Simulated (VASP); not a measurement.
# C (R-3m) in VASP: further runs

Runs on C. Level: PBEsol. Tasks: single point.

All numbers are computed with VASP 6.6.1; they aren't measurements. Logs are shortened: lines on timing, memory, paths and dates and some standing lists are left out, and cuts for length are marked.

### Step 1. The cell of the first run

The structure is trigonal, space group R-3m (No. 166). Conventional cell: a = 2.399 Å, b = 2.399 Å, c = 24.167 Å, α = 90.00°, β = 90.00°, γ = 120.00°. C (site symmetry 3m) has 3 C at 1.38 Å within 1.9 Å. Within 1.9 Å of C (site symmetry 3m) lie 3 C at 1.38 Å.

### Step 2. Single point, PBEsol

Input file INCAR:

```
ALGO = Normal ; EDIFF = 1E-7
ENCUT = 520 ; GGA = PS
ISIF = 2 ; ISMEAR = -1
LASPH = T ; LCHARG = F
LREAL = F ; LWAVE = F
NBANDS = 16 ; NELM = 80
PREC = Accurate ; SIGMA = 0.1
```

Input file KPOINTS:

```
k-points
0
Gamma
  11 11 11
```

Input file POSCAR:

```
C
1.0
    1.1993848694      0.6924647651      8.0555788009
   -1.1993848694      0.6924647651      8.0555788009
    0.0000000000     -1.3849305027      8.0555788009
C
4
Direct
    0.9128270000      0.9128270000      0.9128270000
    0.2461500000      0.2461500000      0.2461500000
    0.7538500000      0.7538500000      0.7538500000
    0.0871730000      0.0871730000      0.0871730000
```

Potentials or basis: VASP PAW PBE potentials, release 64 (C).

Launch:

```
cat potpaw_PBE.64/C/POTCAR > POTCAR
mpirun -np 1 vasp_std > vasp.out
```

OUTCAR:

```text
EDIFF = 1E-7
   ENCUT = 520
   GGA = PS
   ISIF = 2
   ISMEAR = -1
   LASPH = T
   LREAL = F
   NELM = 80
   PREC = Accurate

 ion  position               nearest neighbor table
   1  0.913  0.913  0.913-   2 1.38   2 1.38   2 1.38
   2  0.246  0.246  0.246-   1 1.38   1 1.38   1 1.38
   3  0.754  0.754  0.754-   4 1.38   4 1.38   4 1.38
   4  0.087  0.087  0.087-   3 1.38   3 1.38   3 1.38

  LATTYP: Found a trigonal (rhomboedric) cell.
 ALAT       =     8.1737617615
 COS(alpha) =     0.9569371096

  Lattice vectors:

 A1 = (   1.1993848694,   0.6924647651,   8.0555788009)
 A2 = (  -1.1993848694,   0.6924647651,   8.0555788009)
 A3 = (   0.0000000000,  -1.3849305027,   8.0555788009)

Analysis of symmetry for initial positions (statically):
=====================================================================
 Subroutine PRICEL returns:
 Original cell was already a primitive cell.

 Routine SETGRP: Setting up the symmetry group for a
 trigonal (rhombohedral) supercell.

 Subroutine GETGRP returns: Found 12 space group operations
 (whereof 12 operations were pure point group operations)
 out of a pool of 12 trial point group operations.

The static configuration has the point symmetry D_3d.

Analysis of symmetry for dynamics (positions and initial velocities):
=====================================================================
 Subroutine PRICEL returns:
 Original cell was already a primitive cell.

 Routine SETGRP: Setting up the symmetry group for a
 trigonal (rhombohedral) supercell.

 Subroutine GETGRP returns: Found 12 space group operations
 (whereof 12 operations were pure point group operations)
 out of a pool of 12 trial point group operations.

The dynamic configuration has the point symmetry D_3d.

 Subroutine INISYM returns: Found 12 space group operations
 (whereof 12 operations are pure point group operations),
 and found     1 'primitive' translations

----------------------------------------------------------------------------------------

                                     Primitive cell

  volume of cell :      40.1425

  direct lattice vectors                    reciprocal lattice vectors
     1.199384869  0.692464765  8.055578801     0.416880363  0.240686020  0.041379201
    -1.199384869  0.692464765  8.055578801    -0.416880363  0.240686020  0.041379201
     0.000000000 -1.384930503  8.055578801     0.000000000 -0.481372041  0.041379172

  length of vectors
     8.173761761  8.173761761  8.173761822     0.483147220  0.483147220  0.483147263

  position of ions in fractional coordinates (direct lattice)
     0.912827000  0.912827000  0.912827000
     0.246150000  0.246150000  0.246150000
     0.753850000  0.753850000  0.753850000
     0.087173000  0.087173000  0.087173000

  ion indices of the primitive-cell ions
   primitive index   ion index
                 1           1
                 2           2
                 3           3
                 4           4

----------------------------------------------------------------------------------------

 KPOINTS: k-points

Automatic generation of k-mesh.
 Grid dimensions read from file:
 generate k-points for:   11   11   11

 Generating k-lattice:

  Cartesian coordinates                     Fractional coordinates (reciprocal lattice)
     0.037898215  0.021880547  0.003761746     0.090909091  0.000000000 -0.000000000
    -0.037898215  0.021880547  0.003761746     0.000000000  0.090909091 -0.000000000
     0.000000000 -0.043761095  0.003761743    -0.000000000 -0.000000000  0.090909091

  Length of vectors
     0.043922475  0.043922475  0.043922478

  Shift w.r.t. Gamma in fractional coordinates (k-lattice)
     0.000000000  0.000000000  0.000000000

 Subroutine IBZKPT returns following result:
 ===========================================

 Found    146 irreducible k-points:

 Following reciprocal coordinates:
            Coordinates               Weight
  0.000000  0.000000  0.000000      1.000000
  0.090909 -0.000000  0.000000      6.000000
  0.181818  0.000000  0.000000      6.000000
  0.272727 -0.000000 -0.000000      6.000000
  0.363636 -0.000000  0.000000      6.000000
  0.454545 -0.000000  0.000000      6.000000
[... 16 lines left out ...]
 -0.272727  0.181818  0.000000     12.000000
 -0.181818  0.181818  0.000000      6.000000
 [... further k-points ...]
   k-points           NKPTS =    146   k-points in BZ     NKDIM =    146   number of bands    NBANDS=     16
   number of dos      NEDOS =    301   number of ions     NIONS =      4
   total plane-waves  NPLWV = 262144
   dimension x,y,z NGX =    64 NGY =   64 NGZ =   64
   dimension x,y,z NGXF=   128 NGYF=  128 NGZF=  128
   ions per type =               4
   NGX,Y,Z   is equivalent  to a cutoff of  13.02, 13.02, 13.02 a.u.
   NGXF,Y,Z  is equivalent  to a cutoff of  26.03, 26.03, 26.03 a.u.
 SYSTEM =  unknown system
   PREC   = accura    normal or accurate (medium, high low for compatibility)
   ISTART =      0    job   : 0-new  1-cont  2-samecut
   ICHARG =      2    charge: 1-file 2-atom 10-const
   ISPIN  =      1    spin polarized calculation?
   LNONCOLLINEAR =      F non collinear calculations
   LSORBIT =      F    spin-orbit coupling
   LASPH  =      T    aspherical Exc in radial PAW
   ENCUT  =  520.0 eV  38.22 Ry    6.18 a.u.  15.20 15.20 15.20*2*pi/ulx,y,z
   NELM   =     80;   NELMIN=  2; NELMDL= -5     # of ELM steps
   EDIFF  = 0.1E-06   stopping-criterion for ELM
   LREAL  =      F    real-space projection
   EDIFFG = 0.1E-05   stopping-criterion for IOM
   NSW    =      0    number of steps for IOM
   IBRION =     -1    ionic relax: 0-MD 1-quasi-New 2-CG
   NFREE  =      0    steps in history (QN), initial steepest desc. (CG)
   ISIF   =      2    stress and relaxation
   ISYM   =      2    0-nonsym 1-usesym 2-fastsym
   POTIM  = 0.5000    time-step for ionic-motion
   TEBEG  =    0.0;   TEEND  =   0.0 temperature during run
   PSTRESS=    0.0 pullay stress
   NELECT =      16.0000    total number of electrons
   NUPDOWN=      -1.0000    fix difference up-down
   EMIN   =  10.00;   EMAX   =-10.00  energy-range for DOS
   EFERMI =   0.00;   METHOD = LEGACY
   ISMEAR =    -1;   SIGMA  =   0.10  broadening in eV -4-tet -1-fermi 0-gaus
   EFERMI_NEDOS =   21; number of points for ismear=-14 and -15
   IALGO  =     38    algorithm
   IMIX   =      4    mixing-type and parameters
     AMIX     =   0.40;   BMIX     =  1.00
     AMIX_MAG =   1.60;   BMIX_MAG =  1.00
  volume/ion in A,a.u.               =      10.04        67.72
  Fermi-wavevector in a.u.,A,eV,Ry     =   1.204796  2.276733 19.749295  1.451532
  Thomas-Fermi vector in A             =   2.340510
   LORBIT       =      0    0 simple, 1 ext, 2 COOP (PROOUT), +10 PAW based schemes
   GGA     = PS    functional components
   LHFCALC =     F    Hartree Fock is set to
   AEXX    =    0.0000 exact exchange contribution
   IVDW    =     0    specifies the selected vdW correction
   LEPSILON=     F    determine dielectric tensor
   LRPA    =     F    only Hartree local field effects (RPA)
 non-spin polarized calculation
  energy-cutoff  :      520.00
  volume of cell :       40.14
 maximum number of plane-waves:      1109
 NGX is ok and might be reduce to    64
   NGX = 31   NGY = 31   NGZ = 31

 number of electron      16.0000000 magnetization

 Free energy of the ion-electron system (eV)
  ---------------------------------------------------
  ext. energy  EPLUGINS =         0.00000000
  ---------------------------------------------------
  free energy    TOTEN  =       -38.38401355 eV

  energy without entropy =      -38.38379392  energy(sigma->0) =      -38.38390373

 E-fermi :   3.5786     XC(G=0):  -9.3730

 val. band max:        2.9482303625   @ k =  -0.1818   0.4545   0.0909
 cond. band min:       4.2325264257   @ k =  -0.3636   0.3636   0.0000
 fundamental gap:      1.2842960632
 Fermi energy:         3.5786263982

 k-point     1 :       0.0000    0.0000    0.0000
  band No.  band energies     occupation
      1     -16.5857      2.00000
      2     -16.5189      2.00000
      3      -4.9673      2.00000
      4      -4.2623      2.00000
      5       0.6406      2.00000
      6       0.6406      2.00000
[... 8 lines left out ...]
     15      14.8443      0.00000
     16      16.0659      0.00000

 k-point     2 :       0.0909   -0.0000    0.0000
  band No.  band energies     occupation
      1     -16.3801      2.00000
      2     -16.3147      2.00000
      3      -4.7134      2.00000
      4      -4.0174      2.00000
      5      -0.1541      2.00000
      6      -0.1494      2.00000
[... 8 lines left out ...]
     15      15.1463      0.00000
     16      15.3086      0.00000

 k-point     3 :       0.1818    0.0000    0.0000
  band No.  band energies     occupation
      1     -15.7661      2.00000
      2     -15.7043      2.00000
      3      -3.9587      2.00000
      4      -3.2908      2.00000
      5      -2.1142      2.00000
      6      -2.1049      2.00000
[... 8 lines left out ...]
     15      15.6602      0.00000
     16      15.6705      0.00000

 k-point     4 :       0.2727   -0.0000   -0.0000
  band No.  band energies     occupation
      1     -14.7516      2.00000
      2     -14.6956      2.00000
      3      -4.5632      2.00000
      4      -4.5476      2.00000
      5      -2.7309      2.00000
      6      -2.1121      2.00000
[... 8 lines left out ...]
     15      17.1675      0.00000
     16      18.7982      0.00000
[... 324 lines left out ...]
 k-point    22 :      -0.3636    0.1818    0.0000
  band No.  band energies     occupation
      1     -11.0731      2.00000
      2     -11.0314      2.00000
      3      -8.9075      2.00000
      4      -8.8833      2.00000
      5      -5.1718      2.00000
      6      -5.1619      2.00000
[... 8 lines left out ...]
     15      16.2463      0.00000
     16      17.3118      0.00000

 k-point    23 :      -0.2727    0.1818    0.0000
  band No.  band energies     occupation
      1     -12.7706      2.00000
      2     -12.7217      2.00000
      3      -6.7555      2.00000
      4      -6.7383      2.00000
      5      -4.6909      2.00000
      6      -4.6808      2.00000
[... 8 lines left out ...]
     15      17.5274      0.00000
     16      17.9019      0.00000

 k-point    24 :      -0.1818    0.1818    0.0000
  band No.  band energies     occupation
      1     -14.1516      2.00000
      2     -14.0964      2.00000
      3      -4.7867      2.00000
      4      -4.7750      2.00000
      5      -3.5603      2.00000
      6      -3.5514      2.00000
[... 8 lines left out ...]
     15      16.5786      0.00000
     16      16.6558      0.00000

 [... further k-points ...]

------------------------ aborting loop because EDIFF is reached ----------------------------------------

  FORCE on cell =-STRESS in cart. coord.  units (eV):
  Direction    XX          YY          ZZ          XY          YZ          ZX
  --------------------------------------------------------------------------------------
  -------------------------------------------------------------------------------------
  Total        7.4777198      7.4777179     -0.0073540      0.0000000      0.0000000      0.0000000
  in kB      298.4525693    298.4524935     -0.2935127      0.0000000      0.0000000      0.0000000
  external PRESSURE =     198.8705167 kB  Pullay stress =       0.0000000 kB

 VOLUME and BASIS-vectors are now :
 -----------------------------------------------------------------------------
  energy-cutoff  :      520.00
  volume of cell :       40.14
      direct lattice vectors                 reciprocal lattice vectors
     1.199384869  0.692464765  8.055578801     0.416880363  0.240686020  0.041379201
    -1.199384869  0.692464765  8.055578801    -0.416880363  0.240686020  0.041379201
     0.000000000 -1.384930503  8.055578801     0.000000000 -0.481372041  0.041379172

 POSITION                                       TOTAL-FORCE (eV/Angst)
 -----------------------------------------------------------------------------------
      0.00000     -0.00000     22.06005         0.000000     -0.000000      0.004128
      0.00000     -0.00000      5.94864         0.000000     -0.000000      0.012022
      0.00000     -0.00000     18.21809         0.000000      0.000000     -0.012022
      0.00000     -0.00000      2.10669         0.000000      0.000000     -0.004128
 -----------------------------------------------------------------------------------
    total drift:                               -0.000000     -0.000000      0.000000

  FREE ENERGIE OF THE ION-ELECTRON SYSTEM (eV)
  ---------------------------------------------------
  free  energy   TOTEN  =       -38.3840135482 eV

  energy  without entropy=      -38.3837939168  energy(sigma->0) =      -38.38390373
```

Wall time 7.2 min (1 thread of Intel Xeon 6975P-C (Granite Rapids), shared host); peak memory 0.54 GiB.

What came out:

```yaml
Free_energy: -38.3840 eV
Pressure: 19.9 GPa
Largest_force: 0.012 eV/Å
Band_gap_on_the_k_mesh: 1.28 eV, indirect (least direct gap 1.30 eV)
```

Forces in eV/Å, atoms in the order of the input:
```
C    0.000  0.000  0.004
C    0.000  0.000  0.012
C    0.000  0.000 -0.012
C    0.000  0.000 -0.004
```

Stress tensor (GPa, compression positive):
```
29.85  0.00  0.00
 0.00 29.85  0.00
 0.00  0.00 -0.03
```

Caveat: the PAW data sets were made with another functional, which shifts forces and pressure a little. A k mesh can miss the band edges.

### Step 3. Single point, PBEsol

This run uses another cell than the first one, of 10.33 Å³/atom, 1.029 times its volume.

Input file INCAR:

```
SYSTEM = C
ALGO = Normal
EDIFF = 1E-6
ENCUT = 520
GGA = PS
ISIF = 2
ISMEAR = -1
LASPH = .True.
LCHARG = .False.
LREAL = .False.
LWAVE = .False.
NBANDS = 16
NELM = 60
PREC = Accurate
SIGMA = 0.1
```

Input file KPOINTS:

```
k-points
0
Gamma
  11 11 11
  0 0 0
```

Input file POSCAR:

```
C
1.0
    1.2108629340      0.6990916248      8.1326703635
   -1.2108629340      0.6990916248      8.1326703635
    0.0000000000     -1.3981842315      8.1326703635
C
4
Direct
    0.9128270000      0.9128270000      0.9128270000
    0.2461500000      0.2461500000      0.2461500000
    0.7538500000      0.7538500000      0.7538500000
    0.0871730000      0.0871730000      0.0871730000
```

Potentials or basis: VASP PAW PBE potentials, release 64 (C).

Launch:

```
cat potpaw_PBE.64/C/POTCAR > POTCAR
mpirun -np 1 vasp_std > vasp.out
```

It took 6.6 min on 1 thread of Intel Xeon 6975P-C (Granite Rapids), shared host; peak memory 0.54 GiB.

The run converged. Its results:

- Free energy: -38.4994 eV
- Pressure: 11.9 GPa
- Largest force: 0.011 eV/Å
- Band gap on the k mesh: 1.26 eV, indirect (least direct gap 1.28 eV)

Forces on the atoms (eV/Å):
```
C    0.000  0.000  0.003
C    0.000  0.000  0.011
C    0.000  0.000 -0.011
C    0.000  0.000 -0.003
```

Stress tensor (GPa, compression positive):
```
17.81  0.00  0.00
 0.00 17.81  0.00
 0.00  0.00 -0.05
```

Levels at points of the mesh, in eV from the valence-band top:
```tsv
k point	band 5	band 6	band 7	band 8	band 9	band 10	band 11	band 12
(0.00, 0.00, 0.00)	-2.34	-2.34	-2.33	-2.33	3.60	7.44	9.29	9.29
```

Caveat: the PAW data sets were made with another functional, which shifts forces and pressure a little.

(Part 1 of 2 ends here.)
